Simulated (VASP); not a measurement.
# TiH (P4_2/mmc) in VASP: single point with r2SCAN

Aim: the single point of TiH with r2SCAN.

Everything below comes from runs of VASP 6.6.1. Logs are shortened: lines on timing, memory, paths and dates and some standing lists are left out, and cuts for length are marked.

**1. The cell of the first run**

Symmetry: P4_2/mmc, No. 131, tetragonal system. The conventional cell has a = 2.946 Å, b = 2.946 Å, c = 4.559 Å, α = 90.00°, β = 90.00°, γ = 90.00°. Within 2.5 Å of Ti (site symmetry mmm) lie 4 H at 1.86 Å. Within 2.5 Å of H (site symmetry -4m2) lie 4 Ti at 1.86 Å and 2 H at 2.28 Å.

**2. Single point, r2SCAN**

POSCAR reads:

```
TiH
1.0
    2.9463072425      0.0000000000      0.0000000000
    0.0000000000      2.9463072425      0.0000000000
    0.0000000000      0.0000000000      4.5587340489
Ti H
2 2
Direct
    0.5000000000      0.0000000000      0.5000000000
    0.0000000000      0.5000000000      0.0000000000
    0.0000000000      0.0000000000      0.2500000000
    0.0000000000      0.0000000000      0.7500000000
```

INCAR.step1 reads:

```
PREC = Accurate
ENCUT = 520
ISMEAR = 0
SIGMA = 0.1
LREAL = False
LASPH = True
NELM = 60
NBANDS = 21
GGA = PE
ALGO = Normal
EDIFF = 1E-4
LWAVE = True
LCHARG = False
```

INCAR.step2 reads:

```
PREC = Accurate
ENCUT = 520
EDIFF = 1E-6
ISMEAR = 0
SIGMA = 0.1
LREAL = False
LASPH = True
NELM = 60
ALGO = Normal
ISIF = 2
LWAVE = False
LCHARG = True
METAGGA = R2SCAN
LMIXTAU = True
LELF = True
LVHAR = True
NBANDS = 21
ISTART = 1
```

KPOINTS reads:

```
Automatic mesh
0
Gamma
  12 12 8
```

Potentials or basis: VASP PAW PBE potentials, release 64 (Ti_sv, H).

Launch:

```
> cat potpaw_PBE.64/Ti_sv/POTCAR potpaw_PBE.64/H/POTCAR > POTCAR
> cp INCAR.step1 INCAR
> mpirun -np 1 vasp_std > vasp.out
> cp INCAR.step2 INCAR
> mpirun -np 1 vasp_std > vasp.out
```

OUTCAR:

```text
PREC = Accurate
   ENCUT = 520
   EDIFF = 1E-6
   ISMEAR = 0
   LREAL = False
   LASPH = True
   NELM = 60
   ISIF = 2
   METAGGA = R2SCAN
   ISTART = 1

 ion  position               nearest neighbor table
   1  0.500  0.000  0.500-   3 1.86   4 1.86   3 1.86   4 1.86
   2  0.000  0.500  0.000-   3 1.86   4 1.86   3 1.86   4 1.86
   3  0.000  0.000  0.250-   1 1.86   2 1.86   2 1.86   1 1.86
   4  0.000  0.000  0.750-   1 1.86   2 1.86   2 1.86   1 1.86

  LATTYP: Found a simple tetragonal cell.
 ALAT       =     2.9463072425
 C/A-ratio  =     1.5472704215

  Lattice vectors:

 A1 = (   2.9463072425,   0.0000000000,   0.0000000000)
 A2 = (   0.0000000000,   2.9463072425,   0.0000000000)
 A3 = (   0.0000000000,   0.0000000000,   4.5587340489)

Analysis of symmetry for initial positions (statically):
=====================================================================
 Subroutine PRICEL returns:
 Original cell was already a primitive cell.

 Routine SETGRP: Setting up the symmetry group for a
 simple tetragonal supercell.

 Subroutine GETGRP returns: Found 16 space group operations
 (whereof  8 operations were pure point group operations)
 out of a pool of 16 trial point group operations.

The static configuration has the point symmetry D_2h.
 The point group associated with its full space group is D_4h.

Analysis of symmetry for dynamics (positions and initial velocities):
=====================================================================
 Subroutine PRICEL returns:
 Original cell was already a primitive cell.

 Routine SETGRP: Setting up the symmetry group for a
 simple tetragonal supercell.

 Subroutine GETGRP returns: Found 16 space group operations
 (whereof  8 operations were pure point group operations)
 out of a pool of 16 trial point group operations.

The dynamic configuration has the point symmetry D_2h.
 The point group associated with its full space group is D_4h.

 Subroutine INISYM returns: Found 16 space group operations
 (whereof  8 operations are pure point group operations),
 and found     1 'primitive' translations

----------------------------------------------------------------------------------------

                                     Primitive cell

  volume of cell :      39.5731

  direct lattice vectors                    reciprocal lattice vectors
     2.946307243  0.000000000  0.000000000     0.339407916  0.000000000  0.000000000
     0.000000000  2.946307243  0.000000000     0.000000000  0.339407916  0.000000000
     0.000000000  0.000000000  4.558734049     0.000000000  0.000000000  0.219359144

  length of vectors
     2.946307243  2.946307243  4.558734049     0.339407916  0.339407916  0.219359144

  position of ions in fractional coordinates (direct lattice)
     0.500000000  0.000000000  0.500000000
     0.000000000  0.500000000  0.000000000
     0.000000000  0.000000000  0.250000000
     0.000000000  0.000000000  0.750000000

  ion indices of the primitive-cell ions
   primitive index   ion index
                 1           1
                 2           2
                 3           3
                 4           4

----------------------------------------------------------------------------------------

 KPOINTS: Automatic mesh

Automatic generation of k-mesh.
 Grid dimensions read from file:
 generate k-points for:   12   12    8

 Generating k-lattice:

  Cartesian coordinates                     Fractional coordinates (reciprocal lattice)
     0.028283993  0.000000000  0.000000000     0.083333333  0.000000000  0.000000000
     0.000000000  0.028283993  0.000000000     0.000000000  0.083333333  0.000000000
     0.000000000  0.000000000  0.027419893     0.000000000  0.000000000  0.125000000

  Length of vectors
     0.028283993  0.028283993  0.027419893

  Shift w.r.t. Gamma in fractional coordinates (k-lattice)
     0.000000000  0.000000000  0.000000000

 Subroutine IBZKPT returns following result:
 ===========================================

 Found    140 irreducible k-points:

 Following reciprocal coordinates:
            Coordinates               Weight
  0.000000  0.000000  0.000000      1.000000
  0.083333  0.000000  0.000000      4.000000
  0.166667  0.000000  0.000000      4.000000
  0.250000  0.000000  0.000000      4.000000
  0.333333  0.000000  0.000000      4.000000
  0.416667  0.000000  0.000000      4.000000
[... 16 lines left out ...]
  0.333333  0.333333  0.000000      4.000000
  0.416667  0.333333  0.000000      8.000000
 [... further k-points ...]
   k-points           NKPTS =    140   k-points in BZ     NKDIM =    140   number of bands    NBANDS=     21
   number of dos      NEDOS =    301   number of ions     NIONS =      4
   total plane-waves  NPLWV =  20736
   dimension x,y,z NGX =    24 NGY =   24 NGZ =   36
   dimension x,y,z NGXF=    48 NGYF=   48 NGZF=   72
   ions per type =               2   2
   NGX,Y,Z   is equivalent  to a cutoff of  13.54, 13.54, 13.13 a.u.
   NGXF,Y,Z  is equivalent  to a cutoff of  27.08, 27.08, 26.26 a.u.
 SYSTEM =  unknown system
   PREC   = accura    normal or accurate (medium, high low for compatibility)
   ISTART =      1    job   : 0-new  1-cont  2-samecut
   ICHARG =      0    charge: 1-file 2-atom 10-const
   ISPIN  =      1    spin polarized calculation?
   LNONCOLLINEAR =      F non collinear calculations
   LSORBIT =      F    spin-orbit coupling
   LASPH  =      T    aspherical Exc in radial PAW
   ENCUT  =  520.0 eV  38.22 Ry    6.18 a.u.   5.48  5.48  8.48*2*pi/ulx,y,z
   NELM   =     60;   NELMIN=  2; NELMDL=  0     # of ELM steps
   EDIFF  = 0.1E-05   stopping-criterion for ELM
   LREAL  =      F    real-space projection
   EDIFFG = 0.1E-04   stopping-criterion for IOM
   NSW    =      0    number of steps for IOM
   IBRION =     -1    ionic relax: 0-MD 1-quasi-New 2-CG
   NFREE  =      0    steps in history (QN), initial steepest desc. (CG)
   ISIF   =      2    stress and relaxation
   ISYM   =      2    0-nonsym 1-usesym 2-fastsym
   POTIM  = 0.5000    time-step for ionic-motion
   TEBEG  =    0.0;   TEEND  =   0.0 temperature during run
   PSTRESS=    0.0 pullay stress
   NELECT =      26.0000    total number of electrons
   NUPDOWN=      -1.0000    fix difference up-down
   EMIN   =  10.00;   EMAX   =-10.00  energy-range for DOS
   EFERMI =   0.00;   METHOD = LEGACY
   ISMEAR =     0;   SIGMA  =   0.10  broadening in eV -4-tet -1-fermi 0-gaus
   EFERMI_NEDOS =   21; number of points for ismear=-14 and -15
   IALGO  =     38    algorithm
   IMIX   =      4    mixing-type and parameters
     AMIX     =   0.40;   BMIX     =  1.00
     AMIX_MAG =   1.60;   BMIX_MAG =  1.00
  volume/ion in A,a.u.               =       9.89        66.76
  Fermi-wavevector in a.u.,A,eV,Ry     =   1.423200  2.689457 27.558564  2.025497
  Thomas-Fermi vector in A             =   2.543823
   LORBIT       =      0    0 simple, 1 ext, 2 COOP (PROOUT), +10 PAW based schemes
   METAGGA = R2SCAN    functional components
   LHFCALC =     F    Hartree Fock is set to
   AEXX    =    0.0000 exact exchange contribution
   IVDW    =     0    specifies the selected vdW correction
   LEPSILON=     F    determine dielectric tensor
   LRPA    =     F    only Hartree local field effects (RPA)
 non-spin polarized calculation
 Gauss-broadening in eV      SIGMA  =   0.10
  energy-cutoff  :      520.00
  volume of cell :       39.57
 maximum number of plane-waves:      1082
 NGX is ok and might be reduce to    24
   NGX = 11   NGY = 11   NGZ = 17

 number of electron      25.9999997 magnetization

 Free energy of the ion-electron system (eV)
  ---------------------------------------------------
  ext. energy  EPLUGINS =         0.00000000
  ---------------------------------------------------
  free energy    TOTEN  =       -34.50826573 eV

  energy without entropy =      -34.49924286  energy(sigma->0) =      -34.50375430

 E-fermi :   7.6703     XC(G=0): -12.3304

 val. band max:        7.6689132377   @ k =   0.0000   0.0000   0.1250
 cond. band min:       7.6758518695   @ k =   0.1667   0.0833   0.5000
 fundamental gap:      0.0069386318
 Fermi energy:         7.6702631617

 k-point     1 :       0.0000    0.0000    0.0000
  band No.  band energies     occupation
      1     -51.6795      2.00000
      2     -51.5909      2.00000
      3     -27.0881      2.00000
      4     -26.7527      2.00000
      5     -26.7527      2.00000
      6     -26.6233      2.00000
[... 13 lines left out ...]
     20      10.9319      0.00000
     21      15.7381      0.00000

 k-point     2 :       0.0833    0.0000    0.0000
  band No.  band energies     occupation
      1     -51.6755      2.00000
      2     -51.5899      2.00000
      3     -27.0772      2.00000
      4     -26.7762      2.00000
      5     -26.7491      2.00000
      6     -26.6281      2.00000
[... 13 lines left out ...]
     20      11.0348      0.00000
     21      15.7127      0.00000

 k-point     3 :       0.1667    0.0000    0.0000
  band No.  band energies     occupation
      1     -51.6641      2.00000
      2     -51.5873      2.00000
      3     -27.0458      2.00000
      4     -26.8404      2.00000
      5     -26.7392      2.00000
      6     -26.6861      2.00000
[... 13 lines left out ...]
     20      11.4022      0.00000
     21      15.4199      0.00000

 k-point     4 :       0.2500    0.0000    0.0000
  band No.  band energies     occupation
      1     -51.6476      2.00000
      2     -51.5848      2.00000
      3     -26.9977      2.00000
      4     -26.9281      2.00000
      5     -26.7751      2.00000
      6     -26.7251      2.00000
[... 13 lines left out ...]
     20      12.0395      0.00000
     21      14.0685      0.00000

 k-point     5 :       0.3333    0.0000    0.0000
  band No.  band energies     occupation
      1     -51.6290      2.00000
      2     -51.5844      2.00000
      3     -27.0156      2.00000
      4     -26.9383      2.00000
      5     -26.8622      2.00000
      6     -26.7102      2.00000
[... 13 lines left out ...]
     20      12.8298      0.00000
     21      13.0574      0.00000

 k-point     6 :       0.4167    0.0000    0.0000
  band No.  band energies     occupation
      1     -51.6114      2.00000
      2     -51.5880      2.00000
      3     -27.0796      2.00000
      4     -26.9247      2.00000
      5     -26.8742      2.00000
      6     -26.7515      2.00000
[... 13 lines left out ...]
     20      12.3354      0.00000
     21      13.5790      0.00000

 k-point     7 :       0.5000    0.0000    0.0000
  band No.  band energies     occupation
      1     -51.5994      2.00000
      2     -51.5949      2.00000
      3     -27.1030      2.00000
      4     -26.9474      2.00000
      5     -26.8211      2.00000
      6     -26.7984      2.00000
[... 13 lines left out ...]
     20      11.7010      0.00000
     21      13.9286      0.00000
[... 291 lines left out ...]
      1     -51.6039      2.00000
      2     -51.5723      2.00000
      3     -27.0427      2.00000
      4     -26.8806      2.00000
      5     -26.8803      2.00000
      6     -26.8410      2.00000
[... 13 lines left out ...]
     20      13.0794      0.00000
     21      13.5925      0.00000

 k-point    21 :       0.4167    0.2500    0.0000
  band No.  band energies     occupation
      1     -51.5894      2.00000
      2     -51.5730      2.00000
      3     -27.1011      2.00000
      4     -26.9327      2.00000
      5     -26.8376      2.00000
      6     -26.8323      2.00000
[... 13 lines left out ...]
     20      12.3109      0.00000
     21      14.3753      0.00000

 k-point    22 :       0.5000    0.2500    0.0000
  band No.  band energies     occupation
      1     -51.5798      2.00000
      2     -51.5775      2.00000
      3     -27.1232      2.00000
      4     -26.9525      2.00000
      5     -26.8355      2.00000
      6     -26.7917      2.00000
[... 13 lines left out ...]
     20      11.7409      0.00000
     21      14.8145      0.00000

 k-point    23 :       0.3333    0.3333    0.0000
  band No.  band energies     occupation
      1     -51.5899      2.00000
      2     -51.5676      2.00000
      3     -27.0880      2.00000
      4     -26.9155      2.00000
      5     -26.8736      2.00000
      6     -26.8446      2.00000
[... 13 lines left out ...]
     20      12.7004      0.00000
     21      14.1928      0.00000

 k-point    24 :       0.4167    0.3333    0.0000
  band No.  band energies     occupation
      1     -51.5777      2.00000
      2     -51.5661      2.00000
      3     -27.1344      2.00000
      4     -26.9547      2.00000
      5     -26.8833      2.00000
      6     -26.8078      2.00000
[... 13 lines left out ...]
     20      12.1343      0.00000
     21      14.9177      0.00000

 [... further k-points ...]
[... 5 lines left out ...]
  --------------------------------------------------------------------------------------
  -------------------------------------------------------------------------------------
  Total        0.0980066      0.0980066      0.0997593      0.0000000      0.0000000      0.0000000
  in kB        3.9679430      3.9679430      4.0389046      0.0000000      0.0000000      0.0000000
  external PRESSURE =       3.9915968 kB  Pullay stress =       0.0000000 kB

 VOLUME and BASIS-vectors are now :
 -----------------------------------------------------------------------------
  energy-cutoff  :      520.00
  volume of cell :       39.57
      direct lattice vectors                 reciprocal lattice vectors
     2.946307243  0.000000000  0.000000000     0.339407916  0.000000000  0.000000000
     0.000000000  2.946307243  0.000000000     0.000000000  0.339407916  0.000000000
     0.000000000  0.000000000  4.558734049     0.000000000  0.000000000  0.219359144

 POSITION                                       TOTAL-FORCE (eV/Angst)
 -----------------------------------------------------------------------------------
      1.47315      0.00000      2.27937         0.000000      0.000000      0.000000
      0.00000      1.47315      0.00000         0.000000      0.000000      0.000000
      0.00000      0.00000      1.13968         0.000000      0.000000      0.000000
      0.00000      0.00000      3.41905        -0.000000     -0.000000      0.000000
 -----------------------------------------------------------------------------------
    total drift:                                0.000000      0.000000     -0.000000

  FREE ENERGIE OF THE ION-ELECTRON SYSTEM (eV)
  ---------------------------------------------------
  free  energy   TOTEN  =       -34.5082657334 eV

  energy  without entropy=      -34.4992428632  energy(sigma->0) =      -34.50375430
```

Run time: 6.2 min. Hardware: 1 thread of Intel Xeon 8259CL, shared host; peak memory 0.24 GiB.

Results:

```yaml
Free_energy: -34.5083 eV
Pressure: 0.4 GPa
Band_gap_on_the_k_mesh: zero (bands 13 and 14 overlap by 0.87 eV)
```

Caveat: the PAW data sets were made with another functional, which shifts forces and pressure a little.
